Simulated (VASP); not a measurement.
The system is BaO (lda).

```
Ba O
1.0
     0.00000    2.76950    2.76950
     2.76950    0.00000    2.76950
     2.76950    2.76950    0.00000
Ba O
1 1
Direct
  0.00000 0.00000 0.00000
  0.50000 0.50000 0.50000
```

* Program: VASP 6.6.1
* Task: relaxation of cell and atoms
* Functional: LDA
* Potentials or basis: VASP PAW LDA potentials, release 64 (Ba_sv, O)
* Cutoff: 600 eV
* k mesh: 8 × 8 × 8
* Occupations: gaussian, width 0.02 eV
* Spin: no spin polarisation

At the start: pressure -2.6 GPa; volume 21.24 Å³/atom.

Task: How do energy, volume and symmetry change on relaxing?

Result: Over 3 steps the energy falls by 5.8 meV/atom and the volume is 20.55 Å³/atom (-3.3 %); space group Fm-3m (No. 225, to 0.05 Å).

Step by step:
```csv
step,energy change (eV),largest force (eV/Å),pressure (GPa),volume (Å³)
1,0.0000,0.0000,-2.60,42.48
2,-0.0084,0.0000,1.52,40.40
3,-0.0116,0.0000,0.00,41.10
```

Final structure:
```cif
data_structure
_symmetry_space_group_name_H-M 'P 1'
_symmetry_Int_Tables_number 1
_cell_length_a 3.8735
_cell_length_b 3.8735
_cell_length_c 3.8735
_cell_angle_alpha 60.000
_cell_angle_beta 60.000
_cell_angle_gamma 60.000
_cell_volume 41.10
loop_
_atom_site_label
_atom_site_type_symbol
_atom_site_fract_x
_atom_site_fract_y
_atom_site_fract_z
_atom_site_occupancy
Ba1 Ba 0.00000 0.00000 0.00000 1
O1 O 0.50000 0.50000 0.50000 1
```
